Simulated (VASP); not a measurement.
# In (C2/m) in VASP: further runs, part 2 of 2

VASP 6.6.1.

### 4 Single point, r2SCAN

Input file POSCAR:

```
In
1.0
   -1.6190646052      1.6612415974      2.5247666629
    1.6612415974     -1.6190646052      2.5247666629
    1.5669310712      1.5669310712     -2.4970521319
In
1
Direct
    0.0000000000      0.0000000000      0.0000000000
```

Input file INCAR.step1:

```
  ALGO = Normal
  EDIFF = 1E-4
  ENCUT = 520
  GGA = PE
  ISMEAR = -1
  LASPH = True
  LCHARG = False
  LREAL = False
  LWAVE = True
  NBANDS = 12
  NELM = 100
  PREC = Accurate
  SIGMA = 0.1
```

Input file INCAR.step2:

```
  ALGO = Normal
  EDIFF = 1E-7
  ENCUT = 520
  ISIF = 2
  ISMEAR = -1
  ISTART = 1
  LASPH = True
  LCHARG = False
  LMIXTAU = True
  LREAL = False
  LWAVE = False
  METAGGA = R2SCAN
  NBANDS = 12
  NELM = 100
  PREC = Accurate
  SIGMA = 0.1
```

Input file KPOINTS:

```
k-points
0
Gamma
  7 7 9
```

Run with:

```console
> cat potpaw_PBE.64/In_d/POTCAR > POTCAR
> cp INCAR.step1 INCAR
> mpirun -np 1 vasp_std > vasp.out
> cp INCAR.step2 INCAR
> mpirun -np 1 vasp_std > vasp.out
```

Run time: 1.7 min. Hardware: 1 thread of Intel Xeon 6975P-C (Granite Rapids), shared host; peak memory 0.18 GiB.

Results (log left out):

```yaml
Free_energy: -22.5819 eV
Pressure: -0.1 GPa
```

Stress tensor (GPa, compression positive):
```
-0.38  0.09  0.17
 0.09 -0.38  0.17
 0.17  0.17  0.51
```

Levels at points of the mesh, in eV from the Fermi level:
```tsv
k point	band 2	band 3	band 4	band 5	band 6	band 7	band 8	band 9	band 10	band 11
(0.00, 0.00, 0.00)	-15.18	-15.14	-15.11	-14.96	-9.98	10.87	11.10	11.61	12.35	14.26
```

Caveat: the PAW data sets were made with another functional, which shifts forces and pressure a little; spin-orbit coupling is left out, which moves the levels of the heavy elements.

### 5 Single point, r2SCAN

POSCAR is that of step 4.

Input file INCAR.step1:

```
PREC     = Accurate       # precision mode
ENCUT    = 520            # plane-wave cutoff, eV
ISMEAR   = -1             # smearing method
SIGMA    = 0.1            # smearing width, eV
LREAL    = False          # projectors in reciprocal space
LASPH    = True           # aspherical terms in the spheres
NELM     = 100            # most SCF steps
NBANDS   = 12             # bands
GGA      = PE             # functional
ALGO     = Normal         # electronic algorithm
EDIFF    = 1E-4           # SCF threshold, eV
LWAVE    = True           # write WAVECAR
LCHARG   = False          # write CHGCAR
```

Input file INCAR.step2:

```
PREC     = Accurate       # precision mode
ENCUT    = 520            # plane-wave cutoff, eV
EDIFF    = 1E-6           # SCF threshold, eV
ISMEAR   = -1             # smearing method
SIGMA    = 0.1            # smearing width, eV
LREAL    = False          # projectors in reciprocal space
LASPH    = True           # aspherical terms in the spheres
NELM     = 100            # most SCF steps
ALGO     = Normal         # electronic algorithm
ISIF     = 2              # what is computed and relaxed
LWAVE    = False          # write WAVECAR
LCHARG   = True           # write CHGCAR
METAGGA  = R2SCAN         # meta-GGA
LMIXTAU  = True         
LELF     = True           # ELF
LVHAR    = True         
NBANDS   = 12             # bands
ISTART   = 1
```

Input file KPOINTS:

```
Automatic mesh
0
Gamma
  9 9 11
```

Potentials or basis: VASP PAW PBE potentials, release 64 (In_d).

Run with:

```console
> cat potpaw_PBE.64/In_d/POTCAR > POTCAR
> cp INCAR.step1 INCAR
> mpirun -np 1 vasp_std > vasp.out
> cp INCAR.step2 INCAR
> mpirun -np 1 vasp_std > vasp.out
```

OUTCAR:

```text
PREC = Accurate
   ENCUT = 520
   EDIFF = 1E-6
   ISMEAR = -1
   LREAL = False
   LASPH = True
   NELM = 100
   ISIF = 2
   METAGGA = R2SCAN
   ISTART = 1

 ion  position               nearest neighbor table
   1  0.000  0.000  0.000-

  Warning from LATTYP: Got some problem with cell dimensions!
  Tried to take original basis but could not verify dimensions!
  LATTYP: Found a base centered monoclinic cell.
 ALAT       =     4.4919396200
 B/A-ratio  =     1.0327506407
 C/A-ratio  =     0.7432279121
 COS(beta)  =    -0.6544768028

  Lattice vectors:

 A1 = (   0.0521335340,  -3.2281726686,  -0.0277145310)
 A2 = (  -3.2281726686,   0.0521335340,  -0.0277145310)
 A3 = (   1.5669310712,   1.5669310712,  -2.4970521319)

Analysis of symmetry for initial positions (statically):
=====================================================================
 Subroutine PRICEL returns:
 Original cell was already a primitive cell.

 Routine SETGRP: Setting up the symmetry group for a
 base centered monoclinic supercell.

[... 163 lines left out ...]

 E-fermi :   7.4171     XC(G=0): -11.0464

 val. band max:        7.3967982630   @ k =   0.4444   0.3333   0.1818
 cond. band min:       7.4264204665   @ k =  -0.1111   0.2222   0.2727
 fundamental gap:      0.0296222036
 Fermi energy:         7.4170572396

 k-point     1 :       0.0000    0.0000    0.0000
  band No.  band energies     occupation
      1      -7.9057      2.00000
      2      -7.7774      2.00000
      3      -7.7326      2.00000
      4      -7.7107      2.00000
      5      -7.5508      2.00000
      6      -2.5738      2.00000
      7      18.2743      0.00000
      8      18.5025      0.00000
      9      19.0067      0.00000
     10      19.7590      0.00000
     11      21.6712      0.00000
     12      22.0947      0.00000
[... 331 lines left out ...]
 k-point    24 :       0.4444    0.4444   -0.0000
  band No.  band energies     occupation
      1      -7.9979      2.00000
      2      -7.9084      2.00000
      3      -7.5079      2.00000
      4      -7.5065      2.00000
      5      -7.3705      2.00000
      6       5.4056      2.00000
      7       5.7793      2.00000
      8       9.5237      0.00000
      9      12.0733      0.00000
     10      15.6291      0.00000
     11      16.7772      0.00000
     12      27.4890      0.00000

 [... further k-points ...]
[... 5 lines left out ...]
  --------------------------------------------------------------------------------------
  -------------------------------------------------------------------------------------
  Total        0.0421130      0.0421130     -0.0775171      0.0139689      0.0183452      0.0183452
  in kB        2.5654788      2.5654788     -4.7222606      0.8509697      1.1175694      1.1175709
  external PRESSURE =       0.1362324 kB  Pullay stress =       0.0000000 kB

 VOLUME and BASIS-vectors are now :
 -----------------------------------------------------------------------------
  energy-cutoff  :      520.00
  volume of cell :       26.30
      direct lattice vectors                 reciprocal lattice vectors
    -1.619064605  1.661241597  2.524766663     0.003298590  0.308148179  0.195436696
     1.661241597 -1.619064605  2.524766663     0.308148179  0.003298590  0.195436696
     1.566931071  1.566931071 -2.497052132     0.314903486  0.314903486 -0.005260558

 POSITION                                       TOTAL-FORCE (eV/Angst)
 -----------------------------------------------------------------------------------
      0.00000      0.00000      0.00000         0.000000      0.000000      0.000000
 -----------------------------------------------------------------------------------
    total drift:                               -0.000000     -0.000000     -0.000000

  FREE ENERGIE OF THE ION-ELECTRON SYSTEM (eV)
  ---------------------------------------------------
  free  energy   TOTEN  =       -22.5721209442 eV

  energy  without entropy=      -22.5548371007  energy(sigma->0) =      -22.56347902
```

OUTCAR.step1:

```text
PREC = Accurate
   ENCUT = 520
   ISMEAR = -1
   LREAL = False
   LASPH = True
   NELM = 100
[... 580 lines left out ...]
 POSITION                                       TOTAL-FORCE (eV/Angst)
 -----------------------------------------------------------------------------------
      0.00000      0.00000      0.00000        -0.000000      0.000000      0.000000
 -----------------------------------------------------------------------------------
    total drift:                               -0.000000     -0.000000     -0.000000

  FREE ENERGIE OF THE ION-ELECTRON SYSTEM (eV)
  ---------------------------------------------------
  free  energy   TOTEN  =        -2.5522918329 eV

  energy  without entropy=       -2.5339580625  energy(sigma->0) =       -2.54312495
```

OSZICAR.step1:

```text
N       E                     dE             d eps       ncg     rms          rms(c)
DAV:   1     0.789508930790E+02    0.78951E+02   -0.62825E+03  6100   0.137E+03
DAV:   2     0.132158714244E+01   -0.77629E+02   -0.75557E+02  6264   0.294E+02
DAV:   3    -0.248770532594E+01   -0.38093E+01   -0.37917E+01  7176   0.651E+01
DAV:   4    -0.257562450811E+01   -0.87919E-01   -0.87888E-01  7512   0.983E+00
DAV:   5    -0.257974502112E+01   -0.41205E-02   -0.41203E-02  8336   0.189E+00    0.228E+00
DAV:   6    -0.255695817440E+01    0.22787E-01   -0.36484E-02  7648   0.389E+00    0.114E+00
DAV:   7    -0.255255002289E+01    0.44082E-02   -0.11511E-02  7828   0.202E+00    0.255E-01
DAV:   8    -0.255228535005E+01    0.26467E-03   -0.91735E-04  8120   0.504E-01    0.322E-02
DAV:   9    -0.255229183288E+01   -0.64828E-05   -0.11270E-05  3852   0.517E-02
   1 F= -.25522918E+01 E0= -.25431249E+01  d E =-.183338E-01
```

Wall time 4.2 min (1 thread of Intel Xeon 6975P-C (Granite Rapids), shared host); peak memory 0.22 GiB.

What came out:

```
Free energy : -22.5721 eV
Pressure    : 0.0 GPa
```

Stress tensor (GPa, compression positive):
```
 0.26  0.09  0.11
 0.09  0.26  0.11
 0.11  0.11 -0.47
```

Levels at points of the mesh, in eV from the Fermi level:
```csv
k point,band 4,band 5,band 6,band 7,band 8,band 9
"(0.00, 0.00, 0.00)",-15.13,-14.97,-9.99,10.86,11.09,11.59
```

Caveat: the PAW data sets were made with another functional, which shifts forces and pressure a little; spin-orbit coupling is left out, which moves the levels of the heavy elements.

### 6 The runs side by side

```csv
k mesh,gap on the mesh (eV),pressure (GPa)
4 × 4 × 5,none,-0.2
6 × 6 × 7,none,0.0
7 × 7 × 9,none,-0.1
9 × 9 × 11,none,0.0
```

Alike in all rows: task single point; level r2SCAN; potentials or basis VASP PAW PBE potentials, release 64 (In_d); no spin polarisation; cell as given; cutoff (eV) 520; smearing fermi-dirac 0.1 eV.

Caveats: some runs use coarse meshes; the PAW data sets were made with another functional, which shifts forces and pressure a little; spin-orbit coupling is left out, which moves the levels of the heavy elements.

Total energies depend on the potentials used, so only differences within one code and one set of settings carry meaning.
